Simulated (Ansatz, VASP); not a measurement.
**One calculation of SiC, two programs**

```
Si C
1.0
    -0.06534    2.17814    2.17814
     2.11280    0.00000    2.11280
     2.17814    2.17814   -0.06534
Si C
1 1
Direct
  0.00000 0.00000 0.00000
  0.75000 0.75000 0.75000
```

Change from the starting cell: strain -0.0600 x Voigt [0, 0, 0, 0, 1, 0], atoms carried along.

Alike in both runs: task single point; functional r2SCAN; k mesh 10 × 10 × 10; occupations gaussian, width 0.05 eV; no spin polarisation.

|  | VASP | Ansatz |
| --- | --- | --- |
| version | VASP 6.6.1 | Ansatz 0.2.0 |
| potentials or method | VASP PAW PBE potentials, release 64 (Si, C), cutoff 520 eV | scalar-relativistic, plane waves, PAW |
| valence electrons in the cell | 8 | 8 |

Ansatz gave:

- gap on the k mesh at the Fermi level (eV): 1.39
- least direct gap on the mesh (eV): 4.41
- pressure (GPa): 1.1
- traceless stress, the component that is largest in VASP (GPa): 17.12
- rms of the force components (eV/Å): 0.268

Problem. Which values does VASP return?

Solution. gap on the k mesh at the Fermi level (eV): 1.40; least direct gap on the mesh (eV): 4.42; pressure (GPa): 0.9; traceless stress, the component that is largest in VASP (GPa): 17.19; rms of the force components (eV/Å): 0.266.

VASP's potentials were made for PBE, not for r2SCAN. Atom by atom the forces differ by 0.002 eV/Å (rms over components).
